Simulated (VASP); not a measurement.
# HfN (I4/mmm) in VASP: notebook

HfN is run at these levels: LDA; tasks: electric field gradients.

Everything below comes from runs of VASP 6.6.1. Logs are shortened: lines on timing, memory, paths and dates and some standing lists are left out, and cuts for length are marked.

### Step 1. The cell of the first run

It takes space group I4/mmm (No. 139, tetragonal). Conventional cell: a = 3.195 Å, b = 3.195 Å, c = 4.428 Å, α = 90.00°, β = 90.00°, γ = 90.00°. Within 2.9 Å of Hf (site symmetry 4/mmm) lie 6 N at 2.21 to 2.26 Å. Within 2.9 Å of N (site symmetry 4/mmm) lie 6 Hf at 2.21 to 2.26 Å.

### Step 2. Electric field gradients, LDA (zz strain of -2 %)

Contents of INCAR:

```
  PREC = Accurate
  ENCUT = 520
  EDIFF = 1E-8
  ISMEAR = -1
  SIGMA = 0.03
  LREAL = F
  LASPH = T
  NELM = 60
  ALGO = Normal
  ISIF = 2
  LWAVE = F
  LCHARG = F
  GGA = CA
  LEFG = T
  NBANDS = 14
```

Contents of KPOINTS:

```
Automatic mesh
0
Gamma
  10 10 10
```

Contents of POSCAR:

```
HfN
1.0
    0.0000000000      2.2590000000      2.2138200000
    2.2590000000      0.0000000000      2.2138200000
    2.2590000000      2.2590000000      0.0000000000
Hf N
1 1
Direct
    0.0000000000      0.0000000000      0.0000000000
    0.5000000000      0.5000000000      0.5000000000
```

Potentials or basis: VASP PAW LDA potentials, release 64 (Hf_pv, N).

Run with:

```
$ cat potpaw_LDA.64/Hf_pv/POTCAR potpaw_LDA.64/N/POTCAR > POTCAR
$ mpirun -np 1 vasp_std > vasp.out
```

OUTCAR:

```text
PREC = Accurate
   ENCUT = 520
   EDIFF = 1E-8
   ISMEAR = -1
   LREAL = F
   LASPH = T
   NELM = 60
   ISIF = 2
   GGA = CA

 ion  position               nearest neighbor table
   1  0.000  0.000  0.000-   2 2.21   2 2.21   2 2.26   2 2.26   2 2.26   2 2.26
   2  0.500  0.500  0.500-   1 2.21   1 2.21   1 2.26   1 2.26   1 2.26   1 2.26

  LATTYP: Found a body centered tetragonal cell.
 ALAT       =     3.1947084374
 C/A-ratio  =     1.3859292911

  Lattice vectors:

 A1 = (   0.0000000000,  -2.2590000000,  -2.2138200000)
 A2 = (   0.0000000000,   2.2590000000,  -2.2138200000)
 A3 = (   2.2590000000,   0.0000000000,   2.2138200000)

Analysis of symmetry for initial positions (statically):
=====================================================================
 Subroutine PRICEL returns:
 Original cell was already a primitive cell.

 Routine SETGRP: Setting up the symmetry group for a
 body centered tetragonal supercell.

 Subroutine GETGRP returns: Found 16 space group operations
 (whereof 16 operations were pure point group operations)
 out of a pool of 16 trial point group operations.

The static configuration has the point symmetry D_4h.

Analysis of symmetry for dynamics (positions and initial velocities):
=====================================================================
 Subroutine PRICEL returns:
 Original cell was already a primitive cell.

 Routine SETGRP: Setting up the symmetry group for a
 body centered tetragonal supercell.

 Subroutine GETGRP returns: Found 16 space group operations
 (whereof 16 operations were pure point group operations)
 out of a pool of 16 trial point group operations.

The dynamic configuration has the point symmetry D_4h.

 Subroutine INISYM returns: Found 16 space group operations
 (whereof 16 operations are pure point group operations),
 and found     1 'primitive' translations

----------------------------------------------------------------------------------------

                                     Primitive cell

  volume of cell :      22.5946

  direct lattice vectors                    reciprocal lattice vectors
     0.000000000  2.259000000  2.213820000    -0.221336875  0.221336875  0.225853954
     2.259000000  0.000000000  2.213820000     0.221336875 -0.221336875  0.225853954
     2.259000000  2.259000000  0.000000000     0.221336875  0.221336875 -0.225853954

  length of vectors
     3.162922698  3.162922698  3.194708437     0.385992270  0.385992270  0.385992270

  position of ions in fractional coordinates (direct lattice)
     0.000000000  0.000000000  0.000000000
     0.500000000  0.500000000  0.500000000

  ion indices of the primitive-cell ions
   primitive index   ion index
                 1           1
                 2           2

----------------------------------------------------------------------------------------

 KPOINTS: Automatic mesh

Automatic generation of k-mesh.
 Grid dimensions read from file:
 generate k-points for:   10   10   10

 Generating k-lattice:

  Cartesian coordinates                     Fractional coordinates (reciprocal lattice)
    -0.022133687  0.022133687  0.022585395     0.100000000  0.000000000  0.000000000
     0.022133687 -0.022133687  0.022585395     0.000000000  0.100000000  0.000000000
     0.022133687  0.022133687 -0.022585395    -0.000000000 -0.000000000  0.100000000

  Length of vectors
     0.038599227  0.038599227  0.038599227

  Shift w.r.t. Gamma in fractional coordinates (k-lattice)
     0.000000000  0.000000000  0.000000000

 Subroutine IBZKPT returns following result:
 ===========================================

 Found    102 irreducible k-points:

 Following reciprocal coordinates:
            Coordinates               Weight
  0.000000  0.000000  0.000000      1.000000
  0.100000  0.000000  0.000000      8.000000
  0.200000  0.000000  0.000000      8.000000
  0.300000  0.000000  0.000000      8.000000
  0.400000  0.000000  0.000000      8.000000
  0.500000  0.000000  0.000000      4.000000
[... 16 lines left out ...]
  0.300000  0.300000  0.000000      2.000000
  0.400000  0.300000  0.000000      8.000000
 [... further k-points ...]
   k-points           NKPTS =    102   k-points in BZ     NKDIM =    102   number of bands    NBANDS=     14
   number of dos      NEDOS =    301   number of ions     NIONS =      2
   total plane-waves  NPLWV =  13824
   dimension x,y,z NGX =    24 NGY =   24 NGZ =   24
   dimension x,y,z NGXF=    48 NGYF=   48 NGZF=   48
   ions per type =               1   1
   NGX,Y,Z   is equivalent  to a cutoff of  12.61, 12.61, 12.49 a.u.
   NGXF,Y,Z  is equivalent  to a cutoff of  25.23, 25.23, 24.98 a.u.
 SYSTEM =  unknown system
   PREC   = accura    normal or accurate (medium, high low for compatibility)
   ISTART =      0    job   : 0-new  1-cont  2-samecut
   ICHARG =      2    charge: 1-file 2-atom 10-const
   ISPIN  =      1    spin polarized calculation?
   LNONCOLLINEAR =      F non collinear calculations
   LSORBIT =      F    spin-orbit coupling
   LASPH  =      T    aspherical Exc in radial PAW
   ENCUT  =  520.0 eV  38.22 Ry    6.18 a.u.   5.88  5.88  5.94*2*pi/ulx,y,z
   NELM   =     60;   NELMIN=  2; NELMDL= -5     # of ELM steps
   EDIFF  = 0.1E-07   stopping-criterion for ELM
   LREAL  =      F    real-space projection
   EDIFFG = 0.1E-06   stopping-criterion for IOM
   NSW    =      0    number of steps for IOM
   IBRION =     -1    ionic relax: 0-MD 1-quasi-New 2-CG
   NFREE  =      0    steps in history (QN), initial steepest desc. (CG)
   ISIF   =      2    stress and relaxation
   ISYM   =      2    0-nonsym 1-usesym 2-fastsym
   POTIM  = 0.5000    time-step for ionic-motion
   TEBEG  =    0.0;   TEEND  =   0.0 temperature during run
   PSTRESS=    0.0 pullay stress
   NELECT =      15.0000    total number of electrons
   NUPDOWN=      -1.0000    fix difference up-down
   EMIN   =  10.00;   EMAX   =-10.00  energy-range for DOS
   EFERMI =   0.00;   METHOD = LEGACY
   ISMEAR =    -1;   SIGMA  =   0.03  broadening in eV -4-tet -1-fermi 0-gaus
   EFERMI_NEDOS =   21; number of points for ismear=-14 and -15
   IALGO  =     38    algorithm
   IMIX   =      4    mixing-type and parameters
     AMIX     =   0.40;   BMIX     =  1.00
     AMIX_MAG =   1.60;   BMIX_MAG =  1.00
  volume/ion in A,a.u.               =      11.30        76.24
  Fermi-wavevector in a.u.,A,eV,Ry     =   1.428139  2.698790 27.750165  2.039580
  Thomas-Fermi vector in A             =   2.548233
   LORBIT       =      0    0 simple, 1 ext, 2 COOP (PROOUT), +10 PAW based schemes
   GGA     = CA    functional components
   LHFCALC =     F    Hartree Fock is set to
   AEXX    =    0.0000 exact exchange contribution
   IVDW    =     0    specifies the selected vdW correction
   LEPSILON=     F    determine dielectric tensor
   LRPA    =     F    only Hartree local field effects (RPA)
 non-spin polarized calculation
  energy-cutoff  :      520.00
  volume of cell :       22.59
 maximum number of plane-waves:       620
   NGX = 11   NGY = 11   NGZ = 11

 number of electron      14.9999998 magnetization

 Free energy of the ion-electron system (eV)
  ---------------------------------------------------
  ext. energy  EPLUGINS =         0.00000000
  ---------------------------------------------------
  free energy    TOTEN  =       -23.84921540 eV

  energy without entropy =      -23.84688171  energy(sigma->0) =      -23.84804855

 E-fermi :   8.4124     XC(G=0): -13.0831

 val. band max:        8.4111645388   @ k =   0.1000   0.0000   0.0000
 cond. band min:       8.4158834735   @ k =  -0.2000   0.4000   0.2000
 fundamental gap:      0.0047189347
 Fermi energy:         8.4124437127

 k-point     1 :       0.0000    0.0000    0.0000
  band No.  band energies     occupation
      1     -22.4784      2.00000
      2     -22.4784      2.00000
      3     -22.4591      2.00000
      4      -8.9770      2.00000
      5       5.3640      2.00000
      6       5.3640      2.00000
      7       5.4792      2.00000
      8       7.9054      2.00000
      9       7.9054      2.00000
     10       8.1313      1.99983
     11      10.1344      0.00000
     12      10.1817      0.00000
     13      10.9336      0.00000
     14      18.0820      0.00000

 k-point     2 :       0.1000    0.0000    0.0000
  band No.  band energies     occupation
      1     -22.5840      2.00000
      2     -22.4890      2.00000
      3     -22.4728      2.00000
      4      -8.7326      2.00000
      5       4.4670      2.00000
      6       4.7898      2.00000
      7       4.8752      2.00000
      8       8.2013      1.99824
      9       8.2581      1.98842
     10       8.4112      1.02132
     11      10.8781      0.00000
     12      10.9419      0.00000
     13      11.6479      0.00000
     14      18.8634      0.00000

 k-point     3 :       0.2000    0.0000    0.0000
  band No.  band energies     occupation
      1     -22.8636      2.00000
      2     -22.5167      2.00000
      3     -22.4932      2.00000
      4      -8.0766      2.00000
      5       2.7850      2.00000
      6       3.7637      2.00000
      7       3.8285      2.00000
      8       8.6579      0.00056
      9       9.1217      0.00000
     10       9.1846      0.00000
     11      12.4319      0.00000
     12      12.6445      0.00000
     13      13.2577      0.00000
     14      19.8266      0.00000
[... 324 lines left out ...]
 k-point    23 :       0.3000    0.3000    0.0000
  band No.  band energies     occupation
      1     -23.0933      2.00000
      2     -22.7158      2.00000
      3     -22.7158      2.00000
      4      -7.5378      2.00000
      5       1.5417      2.00000
      6       4.4530      2.00000
      7       4.4530      2.00000
      8       5.3789      2.00000
      9      11.5901      0.00000
     10      12.1999      0.00000
     11      12.6692      0.00000
     12      12.6692      0.00000
     13      18.0035      0.00000
     14      19.8208      0.00000

 k-point    24 :       0.4000    0.3000    0.0000
  band No.  band energies     occupation
      1     -23.2151      2.00000
      2     -22.7781      2.00000
      3     -22.7539      2.00000
      4      -7.4607      2.00000
      5       1.8289      2.00000
      6       3.7270      2.00000
      7       4.2122      2.00000
      8       5.8133      2.00000
      9      12.4666      0.00000
     10      13.0789      0.00000
     11      13.3118      0.00000
     12      13.3770      0.00000
     13      18.0847      0.00000
     14      19.7695      0.00000

 [... further k-points ...]
[... 5 lines left out ...]
  --------------------------------------------------------------------------------------
  -------------------------------------------------------------------------------------
  Total       -1.1310143     -1.1310143      0.2311487      0.0000000      0.0000000      0.0000000
  in kB      -80.1999159    -80.1999159     16.3906930      0.0000000      0.0000000      0.0000000
  external PRESSURE =     -48.0030463 kB  Pullay stress =       0.0000000 kB

 VOLUME and BASIS-vectors are now :
 -----------------------------------------------------------------------------
  energy-cutoff  :      520.00
  volume of cell :       22.59
      direct lattice vectors                 reciprocal lattice vectors
     0.000000000  2.259000000  2.213820000    -0.221336875  0.221336875  0.225853954
     2.259000000  0.000000000  2.213820000     0.221336875 -0.221336875  0.225853954
     2.259000000  2.259000000  0.000000000     0.221336875  0.221336875 -0.225853954

 POSITION                                       TOTAL-FORCE (eV/Angst)
 -----------------------------------------------------------------------------------
      0.00000      0.00000      0.00000         0.000000     -0.000000      0.000000
      2.25900      2.25900      2.21382        -0.000000      0.000000      0.000000
 -----------------------------------------------------------------------------------
    total drift:                                0.000000     -0.000000     -0.000000

  FREE ENERGIE OF THE ION-ELECTRON SYSTEM (eV)
  ---------------------------------------------------
  free  energy   TOTEN  =       -23.8492153959 eV

  energy  without entropy=      -23.8468817108  energy(sigma->0) =      -23.84804855

 Electric field gradients (V/A^2)
---------------------------------------------------------------------
 ion       V_xx      V_yy      V_zz      V_xy      V_xz      V_yz
---------------------------------------------------------------------
   1      41.676    41.676   -83.351    -0.000    -0.001    -0.001
   2       3.828     3.828    -7.655    -0.000    -0.001    -0.001
---------------------------------------------------------------------

 Electric field gradients after diagonalization (V/A^2)
 (convention: |V_zz| > |V_xx| > |V_yy|)
----------------------------------------------------------------------
 ion       V_xx      V_yy      V_zz     asymmetry (V_yy - V_xx)/ V_zz
----------------------------------------------------------------------
   1      41.676    41.675   -83.351       0.000
   2       3.828     3.827    -7.655       0.000
----------------------------------------------------------------------

           NMR quadrupolar parameters

 Cq : quadrupolar parameter    Cq=e*Q*V_zz/h
 eta: asymmetry parameters     (V_yy - V_xx)/ V_zz
 Q  : nuclear electric quadrupole moment in mb (millibarn)
----------------------------------------------------------------------
 ion       Cq(MHz)       eta       Q (mb)
----------------------------------------------------------------------
   1      -0.202       0.000       1.000
   2      -0.019       0.000       1.000
----------------------------------------------------------------------
```

It took 26 s on 1 thread of Intel Xeon Platinum 8259CL at 2.50GHz (Skylake/Cascade Lake), shared host; peak memory 0.15 GiB.

Results:

| Item | Value |
| --- | --- |
| Free energy | -23.8492 eV |
| Pressure | -4.8 GPa |

Electric field gradients, principal values (V/Å²):
| atom | least | middle | greatest (by size) |
| --- | --- | --- | --- |
| 1 Hf | 41.675 | 41.676 | -83.351 |
| 2 N | 3.827 | 3.828 | -7.655 |

Caveat: the cell differs from its parent crystal (zz strain of -2 %); without QUAD_EFG the Cq values of the log hold for a quadrupole moment of 1 mb, not for the nuclei; spin-orbit coupling is left out, which moves the levels of the heavy elements.

[end of part 1 of 3]
